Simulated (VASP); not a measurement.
Input of a VASP 6.6.1 run:

Contents of INCAR:

```
SYSTEM = Be2S3
PREC = Accurate
ENCUT = 520
EDIFF = 1E-6
ISMEAR = 0
SIGMA = 0.1
LREAL = .False.
LASPH = .True.
NELM = 100
ALGO = Normal
ISIF = 2
LWAVE = .False.
LCHARG = .True.
GGA = PE
LELF = .True.
LVHAR = .True.
NBANDS = 19
```

Contents of KPOINTS:

```
regular mesh
0
Gamma
  12 8 6
  0 0 0
```

File POSCAR:

```
Be2S3
1.0
    3.3944188081      0.0000000000      0.0000000000
    0.0000000000      5.0221154819      0.0000000000
    0.0000000000      0.0000000000      6.1085012371
Be S
2 3
Direct
    0.0000000000      0.0000000000      0.9892508731
    0.5000000000      0.5000000000      0.6687111843
    0.0000000000      0.2467794732      0.6865382589
    0.0000000000      0.7532205268      0.6865382589
    0.5000000000      0.0000000000      0.1605130113
```

Potentials or basis: VASP PAW PBE potentials, release 64 (Be, S).

Run with:

```sh
$ cat potpaw_PBE.64/Be/POTCAR potpaw_PBE.64/S/POTCAR > POTCAR
$ mpirun -np 1 vasp_std > vasp.out
```

Q: Estimate the largest force.

A: 0.011 eV/Å.

Q: What does it give for the pressure?

A: 0.0 GPa.

Q: Estimate the band gap on the k mesh.

A: Zero (bands 11 and 12 overlap by 0.81 eV).

Forces on the atoms (eV/Å):
```
Be   0.000  0.000 -0.001
Be   0.000  0.000  0.004
S    0.000  0.010 -0.005
S    0.000 -0.010 -0.005
S    0.000  0.000  0.006
```

Caveat: this functional lacks dispersion, which binds layers or chains, so the pressure and a relaxed spacing across them are unreliable.
